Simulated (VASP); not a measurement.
# SiC: single point with PBE

Crystal: SiC.

```
Si C
1.0
     4.34800    0.00000    0.00000
     0.00000   -4.34800    0.00000
     0.00000    0.00000   -4.34800
Si C
4 4
Direct
  0.00000 0.47930 0.50000
  0.50000 0.00000 0.50000
  0.50000 0.50000 0.00000
  0.00000 0.00000 0.00000
  0.75000 0.75000 0.75000
  0.25000 0.25000 0.75000
  0.25000 0.75000 0.25000
  0.75000 0.25000 0.25000
```

This cell differs from its parent crystal: atom 1 (Si) moved +0.090 Å along Cartesian [0 1 0].

| Item | Value |
| --- | --- |
| Program | VASP 6.6.1 |
| Task | single point |
| Functional | PBE |
| Potentials or basis | VASP PAW PBE potentials, release 64 (Si, C) |
| Cutoff | 520 eV |
| k mesh | 6 × 6 × 6 |
| Occupations | gaussian, width 0.05 eV |
| Spin | no spin polarisation |

```yaml
Pressure: 5.1 GPa
Largest_force: 2.312 eV/Å
Band_gap_on_the_k_mesh: 1.00 eV
```

Forces in eV/Å, atoms in the order of the input:
```
Si   0.000 -2.312  0.000
Si   0.000  0.490  0.000
Si   0.000 -0.410  0.000
Si   0.000  0.490  0.000
C    0.208  0.403  0.208
C    0.309  0.468 -0.309
C   -0.208  0.403 -0.208
C   -0.309  0.468  0.309
```

Stress tensor (GPa, compression positive):
```
 5.24  0.00 -1.55
 0.00  4.71  0.00
-1.55  0.00  5.24
```

Levels at points of the mesh, in eV from the valence-band top:
| k point | band 14 | band 15 | band 16 | band 17 | band 18 | band 19 |
| --- | --- | --- | --- | --- | --- | --- |
| (0.00, 0.00, 0.00) | -0.21 | -0.11 | 0.00 | 1.00 | 1.22 | 1.46 |
| (0.50, 0.00, 0.00) | -2.06 | -2.04 | -2.03 | 3.93 | 3.93 | 5.09 |
| (0.00, 0.50, 0.00) | -2.22 | -1.91 | -1.77 | 3.82 | 4.07 | 4.93 |
| (0.50, 0.50, 0.00) | -1.34 | -1.25 | -1.20 | 5.22 | 5.34 | 5.50 |
| (0.50, 0.00, 0.50) | -1.43 | -1.19 | -1.01 | 5.36 | 5.39 | 5.45 |
| (0.50, 0.50, 0.50) | -1.09 | -1.05 | -0.84 | 5.32 | 5.34 | 5.37 |

It took 110 s on 1 thread of Intel Xeon 8259CL, on a shared host, peak memory 0.22 GiB.

Caveat: the cell differs from its parent crystal (atom 1 (Si) moved +0.090 Å along Cartesian [0 1 0]); forces of over 1 eV/Å act on the atoms, so gaps and moduli don't describe the material at rest. A k mesh can miss the band edges.
